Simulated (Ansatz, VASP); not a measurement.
**One calculation of WS2, two programs**

The input INCAR:

```
SYSTEM = WS2
PREC = Accurate
ENCUT = 500
EDIFF = 1E-6
ISMEAR = 1
SIGMA = 0.02
LREAL = .FALSE.
LASPH = .TRUE.
NELM = 200
ALGO = Normal
ISIF = 2
LWAVE = .FALSE.
LCHARG = .FALSE.
MAGMOM = 0 0 0 0 0 0 0 0 0
LORBIT = 11
LSORBIT = .TRUE.
GGA_COMPAT = .FALSE.
LORBMOM = .TRUE.
LMAXMIX = 4
NBANDS = 39
```

The input KPOINTS:

```
Automatic mesh
0
G
  7 7 1
  0 0 0
```

Contents of POSCAR:

```
WS2
1.0
    3.1835160000      0.0000000000      0.0000000000
   -1.5917580000      2.7570057294      0.0000000000
    0.0000000000      0.0000000000     16.9505780000
W S
1 2
Direct
    0.3333333333      0.6666666667      0.0000000000
    0.6666666667      0.3333333333      0.9079990000
    0.6666666667      0.3333333333      0.0920010000
```

Input for Ansatz:

```yaml
crystal:
  lattice:
    a: 3.183516
    b: 3.183516
    c: 16.950578
    alpha: 90.0
    beta: 90.0
    gamma: 120.0
  atoms:
    - { symbol: W, position: [0.3333333333333333, 0.6666666666666666, 0.0] }
    - { symbol: S, position: [0.6666666666666666, 0.3333333333333333, 0.907999] }
    - { symbol: S, position: [0.6666666666666666, 0.3333333333333333, 0.092001] }
accuracy: medium
basis:
  ecutwfc: 470.0
  ecutrho_ratio: 8
kpoints:
  mp_grid:
    grid: [7, 7, 1]
hamiltonian:
  xc: lda
magnetization:
  noncollinear: true
  spin_orbit: true
scf:
  convergence:
    dr2_threshold: 1.0e-08
  lower_state_search: "off"
  occupations:
    method: cold
    width: 0.02
output:
  eigenvalues: true
```

Alike in both runs: task single point; functional LDA; k mesh 7 × 7 × 1; non-collinear spin, spin-orbit coupling.

|  | VASP | Ansatz |
| --- | --- | --- |
| version | VASP 6.6.1 | Ansatz 0.2.0 |
| potentials or method | VASP PAW LDA potentials, release 64 (W_sv, S), cutoff 500 eV | plane waves, PAW |
| occupations | methfessel-paxton of order 1, width 0.02 eV | cold, width 0.02 eV |
| valence electrons in the cell | 26 | 26 |

|  | VASP | Ansatz | Ansatz less VASP |
| --- | --- | --- | --- |
| net moment per atom (μB) | 0.00 | 0.00 | 0.000 |

LDA's correlation is that of Perdew and Zunger in VASP and of Perdew and Wang (1992) in Ansatz.
